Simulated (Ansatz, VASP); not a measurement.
**Cu in VASP and in Ansatz**

INCAR

```
SYSTEM = Cu
PREC = Accurate
ENCUT = 520
EDIFF = 1E-6
ISMEAR = -1
SIGMA = 0.05
LREAL = .False.
LASPH = .True.
NELM = 100
ALGO = Normal
ISIF = 2
LWAVE = .False.
LCHARG = .True.
GGA = PE
LELF = .True.
LVHAR = .True.
NBANDS = 12
```

Contents of KPOINTS:

```
Automatic mesh
0
Gamma
  17 17 16
  0 0 0
```

POSCAR

```
Cu
1.0
    2.2808045951      0.0000000000      0.0000000000
   -1.1404022976      1.9752347205      0.0000000000
    0.0000000000      0.0000000000      2.1949017365
Cu
1
Direct
    0.0000000000      0.0000000000      0.0000000000
```

Input for Ansatz:

```yaml
crystal:
  lattice:
    - [2.2808045951, 0.0, 0.0]
    - [-1.1404022976, 1.9752347205, 0.0]
    - [0.0, 0.0, 2.1949017365]
  atoms:
    - { symbol: Cu, position: [0.0, 0.0, 0.0] }
kpoints:
  mp_grid: { grid: [17, 17, 16] }
scf:
  occupations: { method: fermi_dirac, width: 0.05 }
hamiltonian:
  xc: pbe
  pseudopotentials: { kind: all_electron, lapw: { basis_error: 0.001 } }
output:
  forces: true
  stress: true
  eigenvalues: true
  populations: true
```

Change from the starting cell: volume scaled by 0.76, LAPW.

Alike in both runs: task single point; functional PBE; k mesh 17 × 17 × 16; occupations fermi-dirac, width 0.05 eV; no spin polarisation.

```csv
,VASP,Ansatz
version,VASP 6.6.1,Ansatz 0.2.0
potentials or method,"VASP PAW PBE potentials, release 64 (Cu), cutoff 520 eV","all-electron LAPW, scalar-relativistic"
```

```csv
,VASP,Ansatz,Ansatz less VASP
pressure (GPa),64.5,64.2,-0.29
"traceless stress, the component that is largest in VASP (GPa)",-0.29,0.10,+0.395
```

Both programs put the cell under a high pressure, so it lies far from rest at this level. Ansatz ran all-electron here, and VASP with PAW potentials.

Noted on VASP's run: the cell as given lies far from equilibrium.
